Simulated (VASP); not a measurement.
## Hf: electric field gradients with PBEsol

Hf:

```
CELL_PARAMETERS angstrom
-1.81695 1.81695 1.81695
1.81695 -1.81695 1.81695
1.81695 1.81695 -1.81695
ATOMIC_POSITIONS crystal
Hf 0.00000 0.00000 0.00000
```

This cell differs from its parent crystal: volume scaled by 1.02.

```
Program                : VASP 6.6.1
Task                   : electric field gradients
Functional             : PBEsol
Potentials or basis    : VASP PAW PBE potentials, release 64 (Hf_pv)
Cutoff                 : 520 eV
k mesh                 : 16 × 16 × 16
Occupations            : fermi-dirac, width 0.08 eV
Spin                   : no spin polarisation
Dipole correction      : no
Further INCAR settings : ALGO = Normal; EDIFF = 1e-08; NBANDS = 11
```

```json
{
  "Pressure": "-10.6 GPa",
  "Band gap on the k mesh": "zero (band 5 reaches 5.41 eV, above the bottom of band 6 at 3.26 eV)"
}
```

Levels at points of the mesh, in eV from the Fermi level:
```tsv
k point	band 3	band 4	band 5	band 6	band 7	band 8
(0.00, 0.00, 0.00)	-30.06	-6.82	1.45	1.45	1.45	4.04
(0.50, 0.00, 0.00)	-30.06	-3.18	-0.40	0.85	3.83	4.76
(0.50, 0.50, 0.50)	-30.52	-2.29	-2.29	6.26	6.26	6.26
```

It took 10 s on 1 thread of Intel(R) Xeon(R) 6975P-C (Granite Rapids), with other jobs on the host, peak memory 0.16 GiB.

Caveat: without QUAD_EFG the Cq values of the log hold for a quadrupole moment of 1 mb, not for the nuclei; the PAW data sets were made with another functional, which shifts forces and pressure a little; spin-orbit coupling is left out, which moves the levels of the heavy elements.
